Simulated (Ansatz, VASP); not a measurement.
# Two plane-wave programs on WS2

```xyz
3
Lattice="1.6101 0.9296 6.9093 -1.6101 0.9296 6.9093 0.0000 -1.8592 6.9093" Properties=species:S:1:pos:R:3 pbc="T T T"
W     0.0000    0.0000   20.7142
S     0.0000    0.0000   15.6035
S     0.0000    0.0000   12.0050
```

Alike in both runs: task single point; functional PBE; dispersion D3(BJ); k mesh 12 × 12 × 12; occupations gaussian, width 0.05 eV; no spin polarisation.

```csv
,VASP,Ansatz
version,VASP 6.6.1,Ansatz 0.2.0
potentials or method,"VASP PAW PBE potentials, release 64 (W_sv, S), cutoff 520 eV","scalar-relativistic, plane waves, PAW"
valence electrons in the cell,26,26
```

```csv
,VASP,Ansatz,Ansatz less VASP
gap on the k mesh at the Fermi level (eV),0.96,0.96,-0.001
least direct gap on the mesh (eV),1.69,1.69,-0.001
pressure (GPa),-20.5,-20.5,+0.05
"traceless stress, the component that is largest in VASP (GPa)",-13.08,-13.07,+0.005
rms of the force components (eV/Å),1.600,1.599,-0.0007
```

Atom by atom the forces differ by 0.001 eV/Å (rms over components).

Spin-orbit coupling is off throughout.
